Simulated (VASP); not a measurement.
# NaH in VASP: notebook, part 2 of 2

VASP 6.6.1. Earlier steps stand in the parts before.

## 4. Relaxation of cell and atoms, PBE

This run uses another cell than the first one, of 14.15 Å³/atom.

The input, INCAR:

```
  PREC = Accurate
  ENCUT = 500
  EDIFF = 1E-7
  ISMEAR = 0
  SIGMA = 0.02
  LREAL = F
  LASPH = T
  NELM = 120
  ALGO = Normal
  ISIF = 3
  LWAVE = F
  LCHARG = F
  GGA = PE
  IBRION = 2
  NSW = 100
  EDIFFG = -0.01
  GGA_COMPAT = F
  NELMIN = 4
```

The input, KPOINTS:

```
regular mesh
0
Gamma
  8 8 8
```

The input, POSCAR:

```
NaH
1.0
    0.0000000000      2.4184537483      2.4184537483
    2.4184537483      0.0000000000      2.4184537483
    2.4184537483      2.4184537483      0.0000000000
Na H
1 1
Direct
    0.0000000000      0.0000000000      0.0000000000
    0.5000000000      0.5000000000      0.5000000000
```

Potentials or basis: VASP PAW PBE potentials, release 64 (Na_pv, H).

Command:

```bash
$ cat potpaw_PBE.64/Na_pv/POTCAR potpaw_PBE.64/H/POTCAR > POTCAR
$ mpirun -np 1 vasp_std > vasp.out
```

OUTCAR:

```text
PREC = Accurate
   ENCUT = 500
   EDIFF = 1E-7
   ISMEAR = 0
   LREAL = F
   LASPH = T
   NELM = 120
   ISIF = 3
   GGA = PE
   IBRION = 2
   NSW = 100
   EDIFFG = -0.01
   NELMIN = 4

 ion  position               nearest neighbor table
   1  0.000  0.000  0.000-
   2  0.500  0.500  0.500-

  LATTYP: Found a face centered cubic cell.
 ALAT       =     4.8369074966

  Lattice vectors:

 A1 = (   0.0000000000,   2.4184537483,   2.4184537483)
 A2 = (   2.4184537483,   0.0000000000,   2.4184537483)
 A3 = (   2.4184537483,   2.4184537483,   0.0000000000)

Analysis of symmetry for initial positions (statically):
=====================================================================
 Subroutine PRICEL returns:
 Original cell was already a primitive cell.

 Routine SETGRP: Setting up the symmetry group for a
 face centered cubic supercell.

 Subroutine GETGRP returns: Found 48 space group operations
 (whereof 48 operations were pure point group operations)
[... 215 lines left out ...]
 cond. band min:       2.6421683603   @ k =   0.5000   0.0000   0.0000
 fundamental gap:      3.7587573239
 Fermi energy:        -1.0291129995

 k-point     1 :       0.0000    0.0000    0.0000
  band No.  band energies     occupation
      1     -23.2204      2.00000
      2     -23.2204      2.00000
      3     -23.2204      2.00000
      4      -4.7317      2.00000
      5       9.2938      0.00000
      6      14.4788      0.00000
      7      14.4788      0.00000
      8      14.4788      0.00000
[... 243 lines left out ...]
 k-point    24 :      -0.3750    0.2500    0.1250
  band No.  band energies     occupation
      1     -23.2994      2.00000
      2     -23.2547      2.00000
      3     -23.2391      2.00000
      4      -1.5989      2.00000
      5       3.4256      0.00000
      6       6.6994      0.00000
      7       9.8943      0.00000
      8      13.7957      0.00000

 [... further k-points ...]

------------------------ aborting loop because EDIFF is reached ----------------------------------------

  FORCE on cell =-STRESS in cart. coord.  units (eV):
  Direction    XX          YY          ZZ          XY          YZ          ZX
  --------------------------------------------------------------------------------------
  -------------------------------------------------------------------------------------
  Total       -0.0145138     -0.0145138     -0.0145138     -0.0000000      0.0000000      0.0000000
  in kB       -0.8234680     -0.8234680     -0.8234680     -0.0000000      0.0000000      0.0000000
  external PRESSURE =      -0.8234680 kB  Pullay stress =       0.0000000 kB

 VOLUME and BASIS-vectors are now :
 -----------------------------------------------------------------------------
  energy-cutoff  :      500.00
  volume of cell :       28.24
      direct lattice vectors                 reciprocal lattice vectors
     0.000000000  2.416973698  2.416973698    -0.206870269  0.206870269  0.206870269
     2.416973698 -0.000000000  2.416973698     0.206870269 -0.206870269  0.206870269
     2.416973698  2.416973698 -0.000000000     0.206870269  0.206870269 -0.206870269

 POSITION                                       TOTAL-FORCE (eV/Angst)
 -----------------------------------------------------------------------------------
      2.41697     -0.00000      2.41697        -0.000000      0.000000      0.000000
      2.41697      2.41697      2.41697         0.000000     -0.000000     -0.000000
 -----------------------------------------------------------------------------------
    total drift:                                0.000000      0.000000      0.000000

  FREE ENERGIE OF THE ION-ELECTRON SYSTEM (eV)
  ---------------------------------------------------
  free  energy   TOTEN  =        -5.0874478365 eV

  energy  without entropy=       -5.0874478365  energy(sigma->0) =       -5.08744784

 reached required accuracy - stopping structural energy minimisation
```

OSZICAR:

```text
N       E                     dE             d eps       ncg     rms          rms(c)
DAV:   1     0.158551396114E+02    0.15855E+02   -0.47720E+03   464   0.980E+02
DAV:   2    -0.501828525937E+01   -0.20873E+02   -0.20873E+02   520   0.129E+02
DAV:   3    -0.551144311476E+01   -0.49316E+00   -0.49316E+00   576   0.259E+01
[... 12 lines left out ...]
DAV:   1    -0.508757608352E+01   -0.16797E-03   -0.42685E-03   464   0.140E+00    0.788E-02
DAV:   2    -0.508748400958E+01    0.92074E-04   -0.11066E-04   464   0.227E-01    0.401E-02
DAV:   3    -0.508745023345E+01    0.33776E-04   -0.54875E-05   464   0.153E-01    0.387E-03
DAV:   4    -0.508744788204E+01    0.23514E-05   -0.19188E-06   520   0.307E-02    0.556E-04
DAV:   5    -0.508744783648E+01    0.45568E-07   -0.21911E-08   232   0.296E-03
   2 F= -.50874478E+01 E0= -.50874478E+01  d E =-.397117E-04
```

CONTCAR:

```text
NaH
   1.00000000000000
     0.0000000000000000    2.4169736976804925    2.4169736976804925
     2.4169736976804925   -0.0000000000000000    2.4169736976804925
     2.4169736976804925    2.4169736976804925   -0.0000000000000000
  Na              H
     1     1
Direct
     0.0000000000000000    1.0000000000000000    0.0000000000000000
     0.5000000000000000    0.5000000000000000    0.5000000000000000

  0.00000000E+00  0.00000000E+00  0.00000000E+00
  0.00000000E+00  0.00000000E+00  0.00000000E+00
```

Wall time 15 s (1 thread of AMD EPYC 7R43 (Zen 3), shared host); peak memory 0.11 GiB.

Results:

* Free energy: -5.0874 eV
* Relaxed volume: 14.12 Å³/atom
* Relaxed cell: a = 3.418 Å, b = 3.418 Å, c = 3.418 Å, α = 60.00°, β = 60.00°, γ = 60.00°
* Space group after relaxing (to 0.1 Å): Fm-3m (No. 225)
* Energy gained by relaxing: 0.0 meV/atom
* Ionic steps: 2
* Pressure after relaxing: -0.1 GPa
* Band gap on the k mesh: 3.76 eV (least direct gap 4.61 eV)

Final structure:
```xyz
2
Lattice="0.0000 2.4170 2.4170 2.4170 0.0000 2.4170 2.4170 2.4170 0.0000" Properties=species:S:1:pos:R:3 pbc="T T T"
Na    2.4170    0.0000    2.4170
H     2.4170    2.4170    2.4170
```

Levels at points of the mesh, in eV from the valence-band top:
| k point | band 1 | band 2 | band 3 | band 4 | band 5 | band 6 | band 7 | band 8 |
| --- | --- | --- | --- | --- | --- | --- | --- | --- |
| (0.00, 0.00, 0.00) | -22.10 | -22.10 | -22.10 | -3.62 | 10.41 | 15.60 | 15.60 | 15.60 |
| (0.50, 0.00, 0.00) | -22.20 | -22.12 | -22.12 | -0.86 | 3.76 | 10.78 | 13.38 | 13.38 |
| (0.50, 0.50, 0.00) | -22.19 | -22.14 | -22.14 | -0.18 | 4.64 | 10.03 | 10.67 | 10.67 |

## 5. Summary

| task | cell | k mesh | smearing | gap on the mesh (eV) | pressure (GPa) |
| --- | --- | --- | --- | --- | --- |
| single point | a = 3.417 Å, angles 60.0°, 2 atoms | 8 × 8 × 8 | gaussian 0.02 eV | 3.76 | -0.1 |
| single point | a = 3.424, b = 3.424, c = 3.414 Å, angles 119.9, 119.9, 59.8°, 2 atoms | 6 × 6 × 6 | gaussian 0.1 eV | 3.79 | -0.1 |
| relaxation of cell and atoms | relaxed from a = 3.420 Å, angles 60.0°, 2 atoms | 8 × 8 × 8 | gaussian 0.02 eV | 3.76 | -0.1 |

Alike in all rows: level PBE; potentials or basis VASP PAW PBE potentials, release 64 (Na_pv, H); no spin polarisation; cutoff (eV) 500.

Absolute energies hang on the potentials; compare differences alone.
